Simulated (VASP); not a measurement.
# Ca2AlO2 (P4/mmm) in VASP: further runs

Ca2AlO2 is run at these levels: PBE; tasks: single point, relaxation of cell and atoms.

Everything below comes from runs of VASP 6.6.1. Logs are shortened: lines on timing, memory, paths and dates and some standing lists are left out, and cuts for length are marked.

### 1 The cell of the first run

Symmetry: P4/mmm, No. 123, tetragonal system. The conventional cell has a = 4.019 Å, b = 4.019 Å, c = 5.559 Å, α = 90.00°, β = 90.00°, γ = 90.00°. Within 3.7 Å of Ca (site symmetry 4/mmm) lie 4 Ca at 2.84 Å and 8 O at 3.43 Å. Within 3.7 Å of Ca (site symmetry 4/mmm) lie 2 Al at 2.78 Å and 4 Ca at 2.84 Å and 8 O at 3.43 Å. Al (site symmetry 4/mmm) has 4 O at 2.01 Å and 2 Ca at 2.78 Å within 2.8 Å. Within 2.7 Å of O (site symmetry mmm) lie 2 Al at 2.01 Å.

The cell was built from a structure type or drawn by symmetry, and may not be a known phase.

### 2 Single point, PBE

Contents of INCAR:

```
ALGO = Normal
EDIFF = 1E-6
ENCUT = 520
GGA = PE
ISIF = 2
ISMEAR = 0
LASPH = T
LCHARG = F
LREAL = F
LWAVE = F
NBANDS = 26
NELM = 80
PREC = Accurate
SIGMA = 0.1
```

Contents of KPOINTS:

```
k-points
0
Gamma
  10 10 8
```

Contents of POSCAR:

```
Ca2AlO2
1.0
    4.0185057676      0.0000000000      0.0000000000
    0.0000000000      4.0185057676      0.0000000000
    0.0000000000      0.0000000000      5.5594446604
Ca Al O
2 1 2
Direct
    0.0000000000      0.0000000000      0.5000000000
    0.5000000000      0.5000000000      0.5000000000
    0.5000000000      0.5000000000      0.0000000000
    0.0000000000      0.5000000000      0.0000000000
    0.5000000000      0.0000000000      0.0000000000
```

Potentials or basis: VASP PAW PBE potentials, release 64 (Ca_sv, Al, O).

On the command line:

```sh
> cat potpaw_PBE.64/Ca_sv/POTCAR potpaw_PBE.64/Al/POTCAR potpaw_PBE.64/O/POTCAR > POTCAR
> mpirun -np 1 vasp_std > vasp.out
```

OUTCAR:

```text
EDIFF = 1E-6
   ENCUT = 520
   GGA = PE
   ISIF = 2
   ISMEAR = 0
   LASPH = T
   LREAL = F
   NELM = 80
   PREC = Accurate

 ion  position               nearest neighbor table
   1  0.000  0.000  0.500-   2 2.84   2 2.84   2 2.84   2 2.84
   2  0.500  0.500  0.500-   3 2.78   3 2.78   1 2.84   1 2.84   1 2.84   1 2.84
   3  0.500  0.500  0.000-   4 2.01   5 2.01   5 2.01   4 2.01   2 2.78   2 2.78
   4  0.000  0.500  0.000-   3 2.01   3 2.01
   5  0.500  0.000  0.000-   3 2.01   3 2.01

  LATTYP: Found a simple tetragonal cell.
 ALAT       =     4.0185057676
 C/A-ratio  =     1.3834606647

  Lattice vectors:

 A1 = (   4.0185057676,   0.0000000000,   0.0000000000)
 A2 = (   0.0000000000,   4.0185057676,   0.0000000000)
 A3 = (   0.0000000000,   0.0000000000,   5.5594446604)

Analysis of symmetry for initial positions (statically):
=====================================================================
 Subroutine PRICEL returns:
 Original cell was already a primitive cell.

 Routine SETGRP: Setting up the symmetry group for a
 simple tetragonal supercell.

 Subroutine GETGRP returns: Found 16 space group operations
 (whereof 16 operations were pure point group operations)
 out of a pool of 16 trial point group operations.

The static configuration has the point symmetry D_4h.

Analysis of symmetry for dynamics (positions and initial velocities):
=====================================================================
 Subroutine PRICEL returns:
 Original cell was already a primitive cell.

 Routine SETGRP: Setting up the symmetry group for a
 simple tetragonal supercell.

 Subroutine GETGRP returns: Found 16 space group operations
 (whereof 16 operations were pure point group operations)
 out of a pool of 16 trial point group operations.

The dynamic configuration has the point symmetry D_4h.

 Subroutine INISYM returns: Found 16 space group operations
 (whereof 16 operations are pure point group operations),
 and found     1 'primitive' translations

----------------------------------------------------------------------------------------

                                     Primitive cell

  volume of cell :      89.7761

  direct lattice vectors                    reciprocal lattice vectors
     4.018505768  0.000000000  0.000000000     0.248848716  0.000000000  0.000000000
     0.000000000  4.018505768  0.000000000     0.000000000  0.248848716  0.000000000
     0.000000000  0.000000000  5.559444660     0.000000000  0.000000000  0.179874081

  length of vectors
     4.018505768  4.018505768  5.559444660     0.248848716  0.248848716  0.179874081

  position of ions in fractional coordinates (direct lattice)
     0.000000000  0.000000000  0.500000000
     0.500000000  0.500000000  0.500000000
     0.500000000  0.500000000  0.000000000
     0.000000000  0.500000000  0.000000000
     0.500000000  0.000000000  0.000000000

  ion indices of the primitive-cell ions
   primitive index   ion index
                 1           1
                 2           2
                 3           3
                 4           4
                 5           5

----------------------------------------------------------------------------------------

 KPOINTS: k-points

Automatic generation of k-mesh.
 Grid dimensions read from file:
 generate k-points for:   10   10    8

 Generating k-lattice:

  Cartesian coordinates                     Fractional coordinates (reciprocal lattice)
     0.024884872  0.000000000  0.000000000     0.100000000  0.000000000  0.000000000
     0.000000000  0.024884872  0.000000000     0.000000000  0.100000000  0.000000000
     0.000000000  0.000000000  0.022484260     0.000000000  0.000000000  0.125000000

  Length of vectors
     0.024884872  0.024884872  0.022484260

  Shift w.r.t. Gamma in fractional coordinates (k-lattice)
     0.000000000  0.000000000  0.000000000

 Subroutine IBZKPT returns following result:
 ===========================================

 Found    105 irreducible k-points:

 Following reciprocal coordinates:
            Coordinates               Weight
  0.000000  0.000000  0.000000      1.000000
  0.100000  0.000000  0.000000      4.000000
  0.200000  0.000000  0.000000      4.000000
  0.300000  0.000000  0.000000      4.000000
  0.400000  0.000000  0.000000      4.000000
  0.500000  0.000000  0.000000      2.000000
[... 16 lines left out ...]
  0.100000  0.000000  0.125000      8.000000
  0.200000  0.000000  0.125000      8.000000
 [... further k-points ...]
   k-points           NKPTS =    105   k-points in BZ     NKDIM =    105   number of bands    NBANDS=     26
   number of dos      NEDOS =    301   number of ions     NIONS =      5
   total plane-waves  NPLWV =  37800
   dimension x,y,z NGX =    30 NGY =   30 NGZ =   42
   dimension x,y,z NGXF=    60 NGYF=   60 NGZF=   84
   ions per type =               2   1   2
   NGX,Y,Z   is equivalent  to a cutoff of  12.41, 12.41, 12.56 a.u.
   NGXF,Y,Z  is equivalent  to a cutoff of  24.82, 24.82, 25.12 a.u.
 SYSTEM =  unknown system
   PREC   = accura    normal or accurate (medium, high low for compatibility)
   ISTART =      0    job   : 0-new  1-cont  2-samecut
   ICHARG =      2    charge: 1-file 2-atom 10-const
   ISPIN  =      1    spin polarized calculation?
   LNONCOLLINEAR =      F non collinear calculations
   LSORBIT =      F    spin-orbit coupling
   LASPH  =      T    aspherical Exc in radial PAW
   ENCUT  =  520.0 eV  38.22 Ry    6.18 a.u.   7.47  7.47 10.34*2*pi/ulx,y,z
   NELM   =     80;   NELMIN=  2; NELMDL= -5     # of ELM steps
   EDIFF  = 0.1E-05   stopping-criterion for ELM
   LREAL  =      F    real-space projection
[... 7 lines left out ...]
   TEBEG  =    0.0;   TEEND  =   0.0 temperature during run
   PSTRESS=    0.0 pullay stress
   NELECT =      35.0000    total number of electrons
   NUPDOWN=      -1.0000    fix difference up-down
   EMIN   =  10.00;   EMAX   =-10.00  energy-range for DOS
   EFERMI =   0.00;   METHOD = LEGACY
   ISMEAR =     0;   SIGMA  =   0.10  broadening in eV -4-tet -1-fermi 0-gaus
   EFERMI_NEDOS =   21; number of points for ismear=-14 and -15
   IALGO  =     38    algorithm
   IMIX   =      4    mixing-type and parameters
     AMIX     =   0.40;   BMIX     =  1.00
     AMIX_MAG =   1.60;   BMIX_MAG =  1.00
  volume/ion in A,a.u.               =      17.96       121.17
  Fermi-wavevector in a.u.,A,eV,Ry     =   1.195943  2.260005 19.460151  1.430281
  Thomas-Fermi vector in A             =   2.331896
   LORBIT       =      0    0 simple, 1 ext, 2 COOP (PROOUT), +10 PAW based schemes
   GGA     = PE    functional components
   LHFCALC =     F    Hartree Fock is set to
   AEXX    =    0.0000 exact exchange contribution
   IVDW    =     0    specifies the selected vdW correction
   LEPSILON=     F    determine dielectric tensor
   LRPA    =     F    only Hartree local field effects (RPA)
 non-spin polarized calculation
 Gauss-broadening in eV      SIGMA  =   0.10
  energy-cutoff  :      520.00
  volume of cell :       89.78
 maximum number of plane-waves:      2453
 NGX is ok and might be reduce to    30
   NGX = 15   NGY = 15   NGZ = 21

 number of electron      34.9999980 magnetization

 Free energy of the ion-electron system (eV)
  ---------------------------------------------------
  ext. energy  EPLUGINS =         0.00000000
  ---------------------------------------------------
  free energy    TOTEN  =       -19.54123421 eV

  energy without entropy =      -19.52771237  energy(sigma->0) =      -19.53447329

 E-fermi :   4.0630     XC(G=0):  -9.4422

 val. band max:        4.0490451296   @ k =   0.2000   0.2000   0.5000
 cond. band min:       4.0712071578   @ k =   0.3000   0.1000   0.3750
 fundamental gap:      0.0221620281
 Fermi energy:         4.0630032191

 k-point     1 :       0.0000    0.0000    0.0000
  band No.  band energies     occupation
      1     -37.9128      2.00000
      2     -37.5243      2.00000
      3     -19.3428      2.00000
      4     -19.3428      2.00000
      5     -18.9470      2.00000
      6     -18.5941      2.00000
[... 18 lines left out ...]
     25       8.8335      0.00000
     26       8.8335      0.00000

 k-point     2 :       0.1000    0.0000    0.0000
  band No.  band energies     occupation
      1     -37.9037      2.00000
      2     -37.5334      2.00000
      3     -19.3238      2.00000
      4     -19.3190      2.00000
      5     -18.9390      2.00000
      6     -18.6013      2.00000
[... 18 lines left out ...]
     25       8.7266      0.00000
     26       8.7744      0.00000

 k-point     3 :       0.2000    0.0000    0.0000
  band No.  band energies     occupation
      1     -37.8775      2.00000
      2     -37.5594      2.00000
      3     -19.2671      2.00000
      4     -19.2493      2.00000
      5     -18.9162      2.00000
      6     -18.6222      2.00000
[... 18 lines left out ...]
     25       8.4297      0.00000
     26       8.6145      0.00000

 k-point     4 :       0.3000    0.0000    0.0000
  band No.  band energies     occupation
      1     -37.8373      2.00000
      2     -37.5994      2.00000
      3     -19.1739      2.00000
      4     -19.1396      2.00000
      5     -18.8823      2.00000
      6     -18.6536      2.00000
[... 18 lines left out ...]
     25       8.0034      0.00000
     26       8.4515      0.00000
[... 496 lines left out ...]
      1     -37.9128      2.00000
      2     -37.5243      2.00000
      3     -19.3428      2.00000
      4     -19.3428      2.00000
      5     -18.9489      2.00000
      6     -18.5943      2.00000
[... 18 lines left out ...]
     25       8.8441      0.00000
     26       8.8441      0.00000

 k-point    23 :       0.1000    0.0000    0.1250
  band No.  band energies     occupation
      1     -37.9037      2.00000
      2     -37.5334      2.00000
      3     -19.3238      2.00000
      4     -19.3189      2.00000
      5     -18.9408      2.00000
      6     -18.6015      2.00000
[... 18 lines left out ...]
     25       8.7163      0.00000
     26       8.7380      0.00000

 k-point    24 :       0.2000    0.0000    0.1250
  band No.  band energies     occupation
      1     -37.8775      2.00000
      2     -37.5594      2.00000
      3     -19.2671      2.00000
      4     -19.2493      2.00000
      5     -18.9178      2.00000
      6     -18.6224      2.00000
[... 18 lines left out ...]
     25       8.4439      0.00000
     26       8.4644      0.00000

 [... further k-points ...]

------------------------ aborting loop because EDIFF is reached ----------------------------------------

  FORCE on cell =-STRESS in cart. coord.  units (eV):
  Direction    XX          YY          ZZ          XY          YZ          ZX
  --------------------------------------------------------------------------------------
  -------------------------------------------------------------------------------------
  Total        0.0506167      0.0506167     -0.0544166      0.0000000      0.0000000      0.0000000
  in kB        0.9033238      0.9033238     -0.9711391      0.0000000      0.0000000      0.0000000
  external PRESSURE =       0.2785028 kB  Pullay stress =       0.0000000 kB

 VOLUME and BASIS-vectors are now :
 -----------------------------------------------------------------------------
  energy-cutoff  :      520.00
  volume of cell :       89.78
      direct lattice vectors                 reciprocal lattice vectors
     4.018505768  0.000000000  0.000000000     0.248848716  0.000000000  0.000000000
     0.000000000  4.018505768  0.000000000     0.000000000  0.248848716  0.000000000
     0.000000000  0.000000000  5.559444660     0.000000000  0.000000000  0.179874081

 POSITION                                       TOTAL-FORCE (eV/Angst)
 -----------------------------------------------------------------------------------
      0.00000      0.00000      2.77972         0.000000      0.000000      0.000000
      2.00925      2.00925      2.77972         0.000000      0.000000      0.000000
      2.00925      2.00925      0.00000         0.000000      0.000000      0.000000
      0.00000      2.00925      0.00000         0.000000      0.000000      0.000000
      2.00925      0.00000      0.00000         0.000000      0.000000      0.000000
 -----------------------------------------------------------------------------------
    total drift:                                0.000000     -0.000000      0.000000

  FREE ENERGIE OF THE ION-ELECTRON SYSTEM (eV)
  ---------------------------------------------------
  free  energy   TOTEN  =       -19.5412342134 eV

  energy  without entropy=      -19.5277123737  energy(sigma->0) =      -19.53447329
```

It took 4.1 min on 1 thread of Oxide Virtual Turin-like, shared host; peak memory 0.3 GiB.

Results:

| Quantity | Value |
| --- | --- |
| Free energy | -19.5412 eV |
| Pressure | 0.0 GPa |
| Band gap on the k mesh | zero (an odd number of electrons rules out a gap without spin polarisation) |

Caveat: an odd number of electrons without spin polarisation forces a metal; a magnetic or distorted state may lie lower.

(Continued in part 2 of 2.)
